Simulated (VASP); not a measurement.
# NaCl (Fm-3m) in VASP: single point with r2SCAN0

Aim: the single point of NaCl with r2SCAN0.

Program: VASP 6.6.1. These are calculated values, not measurements. Logs are shortened: lines on timing, memory, paths and dates and some standing lists are left out, and cuts for length are marked.

## Step 1: The cell of the first run

Symmetry: Fm-3m, No. 225, cubic system. Conventional cell: a = 5.605 Å, b = 5.605 Å, c = 5.605 Å, α = 90.00°, β = 90.00°, γ = 90.00°. Na (site symmetry m-3m) has 6 Cl at 2.80 Å within 3.7 Å. Within 3.7 Å of Cl (site symmetry m-3m) lie 6 Na at 2.80 Å.

## Step 2: Single point, r2SCAN0

The input, POSCAR:

```
NaCl
1.0
    0.0000000000      2.8026988303      2.8026988303
    2.8026988303      0.0000000000      2.8026988303
    2.8026988303      2.8026988303      0.0000000000
Na Cl
1 1
Direct
    0.0000000000      0.0000000000      0.0000000000
    0.5000000000      0.5000000000      0.5000000000
```

The input, INCAR.step1:

```
SYSTEM = NaCl
PREC = Accurate
ENCUT = 520
EDIFF = 1E-5
ISMEAR = 0
SIGMA = 0.01
LREAL = .False.
LASPH = .True.
NELM = 60
ALGO = Normal
ISIF = 2
LWAVE = .True.
LCHARG = .False.
GGA = PE
NBANDS = 14
```

The input, INCAR.step2:

```
SYSTEM = NaCl
PREC = Accurate
ENCUT = 520
EDIFF = 1E-6
ISMEAR = 0
SIGMA = 0.01
LREAL = .False.
LASPH = .True.
NELM = 60
ALGO = Normal
ISIF = 2
LWAVE = .False.
LCHARG = .False.
METAGGA = R2SCAN
LHFCALC = .True.
AEXX = 0.25
LMIXTAU = .True.
PRECFOCK = Normal
ISTART = 1
NBANDS = 14
```

The input, KPOINTS:

```
Automatic mesh
0
Gamma
  6 6 6
  0 0 0
```

Potentials or basis: VASP PAW PBE potentials, release 64 (Na_pv, Cl).

Run with:

```bash
> cat potpaw_PBE.64/Na_pv/POTCAR potpaw_PBE.64/Cl/POTCAR > POTCAR
> cp INCAR.step1 INCAR
> mpirun -np 1 vasp_std > vasp.out
> cp INCAR.step2 INCAR
> mpirun -np 1 vasp_std > vasp.out
```

OUTCAR:

```text
SYSTEM = NaCl
   PREC = Accurate
   ENCUT = 520
   EDIFF = 1E-6
   ISMEAR = 0
   LREAL = .False.
   LASPH = .True.
   NELM = 60
   ISIF = 2
   METAGGA = R2SCAN
   LHFCALC = .True.
   AEXX = 0.25
   PRECFOCK = Normal
   ISTART = 1

 ion  position               nearest neighbor table
   1  0.000  0.000  0.000-
   2  0.500  0.500  0.500-

  LATTYP: Found a face centered cubic cell.
 ALAT       =     5.6053976606

  Lattice vectors:

 A1 = (   0.0000000000,   2.8026988303,   2.8026988303)
 A2 = (   2.8026988303,   0.0000000000,   2.8026988303)
 A3 = (   2.8026988303,   2.8026988303,   0.0000000000)

Analysis of symmetry for initial positions (statically):
=====================================================================
 Subroutine PRICEL returns:
 Original cell was already a primitive cell.

 Routine SETGRP: Setting up the symmetry group for a
 face centered cubic supercell.

 Subroutine GETGRP returns: Found 48 space group operations
 (whereof 48 operations were pure point group operations)
 out of a pool of 48 trial point group operations.

The static configuration has the point symmetry O_h .

Analysis of symmetry for dynamics (positions and initial velocities):
=====================================================================
 Subroutine PRICEL returns:
 Original cell was already a primitive cell.

 Routine SETGRP: Setting up the symmetry group for a
 face centered cubic supercell.

 Subroutine GETGRP returns: Found 48 space group operations
 (whereof 48 operations were pure point group operations)
 out of a pool of 48 trial point group operations.

The dynamic configuration has the point symmetry O_h .

 Subroutine INISYM returns: Found 48 space group operations
 (whereof 48 operations are pure point group operations),
 and found     1 'primitive' translations

----------------------------------------------------------------------------------------

                                     Primitive cell

  volume of cell :      44.0311

  direct lattice vectors                    reciprocal lattice vectors
     0.000000000  2.802698830  2.802698830    -0.178399475  0.178399475  0.178399475
     2.802698830  0.000000000  2.802698830     0.178399475 -0.178399475  0.178399475
     2.802698830  2.802698830  0.000000000     0.178399475  0.178399475 -0.178399475

  length of vectors
     3.963614697  3.963614697  3.963614697     0.308996955  0.308996955  0.308996955

  position of ions in fractional coordinates (direct lattice)
     0.000000000  0.000000000  0.000000000
     0.500000000  0.500000000  0.500000000

  ion indices of the primitive-cell ions
   primitive index   ion index
                 1           1
                 2           2

----------------------------------------------------------------------------------------

 KPOINTS: Automatic mesh

Automatic generation of k-mesh.
 Grid dimensions read from file:
 generate k-points for:    6    6    6

 Generating k-lattice:

  Cartesian coordinates                     Fractional coordinates (reciprocal lattice)
    -0.029733246  0.029733246  0.029733246     0.166666667  0.000000000  0.000000000
     0.029733246 -0.029733246  0.029733246     0.000000000  0.166666667  0.000000000
     0.029733246  0.029733246 -0.029733246     0.000000000  0.000000000  0.166666667

  Length of vectors
     0.051499492  0.051499492  0.051499492

  Shift w.r.t. Gamma in fractional coordinates (k-lattice)
     0.000000000  0.000000000  0.000000000

 Subroutine IBZKPT returns following result:
 ===========================================

 Found     16 irreducible k-points:

 Following reciprocal coordinates:
            Coordinates               Weight
  0.000000  0.000000  0.000000      1.000000
  0.166667  0.000000  0.000000      8.000000
  0.333333  0.000000  0.000000      8.000000
  0.500000  0.000000  0.000000      4.000000
  0.166667  0.166667  0.000000      6.000000
  0.333333  0.166667  0.000000     24.000000
[... 8 lines left out ...]
 -0.333333  0.333333  0.166667     24.000000
 -0.333333  0.500000  0.166667     12.000000
   k-points           NKPTS =     16   k-points in BZ     NKDIM =    216   number of bands    NBANDS=     14
   number of dos      NEDOS =    301   number of ions     NIONS =      2
   total plane-waves  NPLWV =  27000
   dimension x,y,z NGX =    30 NGY =   30 NGZ =   30
   dimension x,y,z NGXF=    60 NGYF=   60 NGZF=   60
   ions per type =               1   1
   NGX,Y,Z   is equivalent  to a cutoff of  12.58, 12.58, 12.58 a.u.
   NGXF,Y,Z  is equivalent  to a cutoff of  25.17, 25.17, 25.17 a.u.
 SYSTEM =  NaCl
   PREC   = accura    normal or accurate (medium, high low for compatibility)
   ISTART =      1    job   : 0-new  1-cont  2-samecut
   ICHARG =      0    charge: 1-file 2-atom 10-const
   ISPIN  =      1    spin polarized calculation?
   LNONCOLLINEAR =      F non collinear calculations
   LSORBIT =      F    spin-orbit coupling
   LASPH  =      T    aspherical Exc in radial PAW
   ENCUT  =  520.0 eV  38.22 Ry    6.18 a.u.   7.37  7.37  7.37*2*pi/ulx,y,z
   NELM   =     60;   NELMIN=  2; NELMDL=  0     # of ELM steps
   EDIFF  = 0.1E-05   stopping-criterion for ELM
   LREAL  =      F    real-space projection
   EDIFFG = 0.1E-04   stopping-criterion for IOM
   NSW    =      0    number of steps for IOM
   IBRION =     -1    ionic relax: 0-MD 1-quasi-New 2-CG
   NFREE  =      0    steps in history (QN), initial steepest desc. (CG)
   ISIF   =      2    stress and relaxation
   ISYM   =      3    0-nonsym 1-usesym 2-fastsym
   POTIM  = 0.5000    time-step for ionic-motion
   TEBEG  =    0.0;   TEEND  =   0.0 temperature during run
   PSTRESS=    0.0 pullay stress
   NELECT =      14.0000    total number of electrons
   NUPDOWN=      -1.0000    fix difference up-down
   EMIN   =  10.00;   EMAX   =-10.00  energy-range for DOS
   EFERMI =   0.00;   METHOD = LEGACY
   ISMEAR =     0;   SIGMA  =   0.01  broadening in eV -4-tet -1-fermi 0-gaus
   EFERMI_NEDOS =   21; number of points for ismear=-14 and -15
   IALGO  =     38    algorithm
   IMIX   =      1    mixing-type and parameters
     AMIX     =   0.40;   BMIX     =  1.00
     AMIX_MAG =   1.60;   BMIX_MAG =  1.00
  volume/ion in A,a.u.               =      22.02       148.57
  Fermi-wavevector in a.u.,A,eV,Ry     =   1.117372  2.111527 16.987145  1.248520
  Thomas-Fermi vector in A             =   2.253994
   LORBIT       =      0    0 simple, 1 ext, 2 COOP (PROOUT), +10 PAW based schemes
   METAGGA = R2SCAN    functional components
   LHFCALC =     T    Hartree Fock is set to
   PRECFOCK=normal    Normal, Fast or Accurate (Low or Medium for compatibility)
   ENCUT4O =  -1.0   cutoff for four orbital integrals eV
   NKREDX  =     1    reduce k-point grid by
   NKREDY  =     1    reduce k-point grid by
   NKREDZ  =     1    reduce k-point grid by
   AEXX    =    0.2500 exact exchange contribution
   HFSCREEN=    0.0000 screening length (either q_TF or 0.3 A-1)
   HFSCREENC=   0.0000 screening length for correlation (either q_TF or 0.3 A-1)
   ENCUTFOCK=  -1.0 apply spherical cutoff to Coloumb kernel
   IVDW    =     0    specifies the selected vdW correction
   LEPSILON=     F    determine dielectric tensor
   LRPA    =     F    only Hartree local field effects (RPA)
 non-spin polarized calculation
 Gauss-broadening in eV      SIGMA  =   0.01
  energy-cutoff  :      520.00
  volume of cell :       44.03
 maximum number of plane-waves:      1243
 NGX is ok and might be reduce to    30
  NGX = 24; NGY = 24; NGZ = 24

 number of electron      14.0000003 magnetization

 Free energy of the ion-electron system (eV)
  ---------------------------------------------------
  ext. energy  EPLUGINS =         0.00000000
  ---------------------------------------------------
  free energy    TOTEN  =       -13.63719940 eV

  energy without entropy =      -13.63719940  energy(sigma->0) =      -13.63719940

 E-fermi :  -2.2460     XC(G=0):  -6.8353

 val. band max:       -2.2909334349   @ k =   0.0000   0.0000   0.0000
 cond. band min:       5.4611778336   @ k =   0.0000   0.0000   0.0000
 fundamental gap:      7.7521112684
 Fermi energy:        -2.2460148123

 k-point     1 :       0.0000    0.0000    0.0000
  band No.  band energies     occupation
      1     -25.6842      2.00000
      2     -25.6839      2.00000
      3     -25.6839      2.00000
      4     -16.5754      2.00000
      5      -2.2909      2.00000
      6      -2.2909      2.00000
      7      -2.2909      2.00000
      8       5.4612      0.00000
      9      11.4845      0.00000
     10      11.4845      0.00000
     11      11.4845      0.00000
     12      13.9220      0.00000
     13      13.9220      0.00000
     14      15.1863      0.00000

 k-point     2 :       0.1667    0.0000    0.0000
  band No.  band energies     occupation
      1     -25.6914      2.00000
      2     -25.6846      2.00000
      3     -25.6843      2.00000
      4     -16.4825      2.00000
      5      -2.9349      2.00000
      6      -2.3722      2.00000
      7      -2.3722      2.00000
      8       6.3053      0.00000
      9      10.6427      0.00000
     10      11.8184      0.00000
     11      11.8185      0.00000
     12      13.6108      0.00000
     13      13.6108      0.00000
     14      16.6541      0.00000

 k-point     3 :       0.3333    0.0000    0.0000
  band No.  band energies     occupation
      1     -25.7062      2.00000
      2     -25.6854      2.00000
      3     -25.6851      2.00000
      4     -16.2882      2.00000
      5      -3.9809      2.00000
      6      -2.5276      2.00000
      7      -2.5276      2.00000
      8       7.3638      0.00000
      9      10.6354      0.00000
     10      11.7236      0.00000
     11      11.7238      0.00000
     12      14.7448      0.00000
     13      14.7449      0.00000
     14      16.1085      0.00000
[... 188 lines left out ...]
 k-point    15 :      -0.3333    0.3333    0.1667
  band No.  band energies     occupation
      1     -25.7038      2.00000
      2     -25.6949      2.00000
      3     -25.6897      2.00000
      4     -16.1281      2.00000
      5      -3.9380      2.00000
      6      -3.4064      2.00000
      7      -2.8966      2.00000
      8       9.2385      0.00000
      9       9.7883      0.00000
     10      10.4007      0.00000
     11      12.5595      0.00000
     12      14.9610      0.00000
     13      16.5918      0.00000
     14      17.6322      0.00000

 k-point    16 :      -0.3333    0.5000    0.1667
  band No.  band energies     occupation
      1     -25.7008      2.00000
      2     -25.6949      2.00000
      3     -25.6935      2.00000
      4     -16.1128      2.00000
      5      -3.9207      2.00000
      6      -3.3266      2.00000
      7      -3.0920      2.00000
      8       8.9869      0.00000
      9       9.0865      0.00000
     10      11.0110      0.00000
     11      12.8231      0.00000
     12      16.2004      0.00000
     13      17.1977      0.00000
     14      17.2845      0.00000

------------------------ aborting loop because EDIFF is reached ----------------------------------------

  FORCE on cell =-STRESS in cart. coord.  units (eV):
  Direction    XX          YY          ZZ          XY          YZ          ZX
  --------------------------------------------------------------------------------------
  -------------------------------------------------------------------------------------
  Total       -0.0797515     -0.0797515     -0.0797515      0.0000000     -0.0000000      0.0000000
  in kB       -2.9019512     -2.9019512     -2.9019512      0.0000000     -0.0000000      0.0000000
  external PRESSURE =      -2.9019512 kB  Pullay stress =       0.0000000 kB

 VOLUME and BASIS-vectors are now :
 -----------------------------------------------------------------------------
  energy-cutoff  :      520.00
  volume of cell :       44.03
      direct lattice vectors                 reciprocal lattice vectors
     0.000000000  2.802698830  2.802698830    -0.178399475  0.178399475  0.178399475
     2.802698830  0.000000000  2.802698830     0.178399475 -0.178399475  0.178399475
     2.802698830  2.802698830  0.000000000     0.178399475  0.178399475 -0.178399475

 POSITION                                       TOTAL-FORCE (eV/Angst)
 -----------------------------------------------------------------------------------
      0.00000      0.00000      0.00000         0.000000     -0.000000     -0.000000
      2.80270      2.80270      2.80270         0.000000      0.000000      0.000000
 -----------------------------------------------------------------------------------
    total drift:                               -0.000000     -0.000000     -0.000000

  FREE ENERGIE OF THE ION-ELECTRON SYSTEM (eV)
  ---------------------------------------------------
  free  energy   TOTEN  =       -13.6371993995 eV

  energy  without entropy=      -13.6371993995  energy(sigma->0) =      -13.63719940
```

Wall time 28 min (1 thread of Intel Xeon Platinum 8259CL at 2.50GHz (Skylake/Cascade Lake), shared host); peak memory 0.19 GiB.

Results:

| Property | Result |
| --- | --- |
| Free energy | -13.6372 eV |
| Pressure | -0.3 GPa |
| Band gap on the k mesh | 7.75 eV |

Caveat: the PAW data sets were made with another functional, which shifts forces and pressure a little.
